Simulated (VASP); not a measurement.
A run of VASP 6.6.1:

File INCAR:

```
SYSTEM = PbSe
ALGO = Normal
EDIFF = 1E-6
ENCUT = 500
GGA = PE
GGA_COMPAT = .False.
ISIF = 2
ISMEAR = 0
LASPH = .True.
LCHARG = .False.
LREAL = .False.
LWAVE = .False.
NBANDS = 17
NELM = 120
PREC = Accurate
SIGMA = 0.01
```

Contents of KPOINTS:

```
k-points
0
Gamma
  4 4 4
  0 0 0
```

The input POSCAR:

```
PbSe
1.0
    0.0000000000      3.0702092060      3.0702092060
    3.0702092060      0.0000000000      3.0702092060
    3.0702092060      3.0702092060      0.0000000000
Pb Se
1 1
Direct
    0.0000000000      0.0000000000      0.0000000000
    0.5000000000      0.5000000000      0.5000000000
```

Potentials or basis: VASP PAW PBE potentials, release 64 (Pb_d, Se).

Command:

```bash
$ cat potpaw_PBE.64/Pb_d/POTCAR potpaw_PBE.64/Se/POTCAR > POTCAR
$ mpirun -np 1 vasp_std > vasp.out
```

Hardware: 1 thread of AMD EPYC 7R13 (shared host).

Question: How long does it take, and how much memory?

Answer: It took 22 s on 1 thread of AMD EPYC 7R13 (shared host), peak memory 0.14 GiB. Counts: scf iterations 12, k points 8.
